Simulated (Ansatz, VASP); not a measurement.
## S in VASP and in Ansatz

```
S
1.0
     0.00000    1.95366    1.95366
     1.95366    0.00000    1.95366
     1.95366    1.95366    0.00000
S
1
Direct
  0.00000 0.00000 0.00000
```

Alike in both runs: functional PBEsol; k mesh 17 × 17 × 17; occupations fermi-dirac, width 0.05 eV; no spin polarisation.

Ansatz relaxed the structure, and its values are those at the end. VASP's run is a single point on that final structure, the one shown.

|  | VASP | Ansatz |
| --- | --- | --- |
| version | VASP 6.6.1 | Ansatz 0.2.0 |
| potentials or method | VASP PAW PBE potentials, release 64 (S) | PAW with Ansatz's default frozen-core files, scalar-relativistic |
| plane-wave cutoff (eV) | 500 | 420 |
| valence electrons in the cell | 6 | 6 |

|  | VASP | Ansatz | Ansatz less VASP |
| --- | --- | --- | --- |
| pressure (GPa) | 0.0 | 0.0 | -0.04 |

VASP's potentials were made for PBE, not for PBEsol.
